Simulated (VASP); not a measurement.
A run of VASP 6.6.1 is set up as follows.

Contents of INCAR:

```
ALGO = Normal ; EDIFF = 1E-6
ENCUT = 520 ; GGA = PS
ISIF = 2 ; ISMEAR = -1
LASPH = True ; LCHARG = False
LREAL = False ; LWAVE = False
NBANDS = 8 ; NELM = 60
PREC = Accurate ; SIGMA = 0.05
```

The input KPOINTS:

```
k-points
0
Gamma
  12 12 12
```

Contents of POSCAR:

```
Sb
1.0
    0.0000000000      2.3050000000      2.2358500000
    2.3050000000      0.0000000000      2.2358500000
    2.3050000000      2.3050000000      0.0000000000
Sb
1
Direct
    0.0000000000      0.0000000000      0.0000000000
```

Potentials or basis: VASP PAW PBE potentials, release 64 (Sb).

Launch:

```console
$ cat potpaw_PBE.64/Sb/POTCAR > POTCAR
$ mpirun -np 1 vasp_std > vasp.out
```

**Question.** Estimate the pressure.

**Answer.** 8.3 GPa.

Stress tensor (GPa, compression positive):
```
8.34 0.00 0.00
0.00 8.34 0.00
0.00 0.00 8.19
```

Caveat: the cell differs from its parent crystal (zz strain of -3 %); the PAW data sets were made with another functional, which shifts forces and pressure a little.
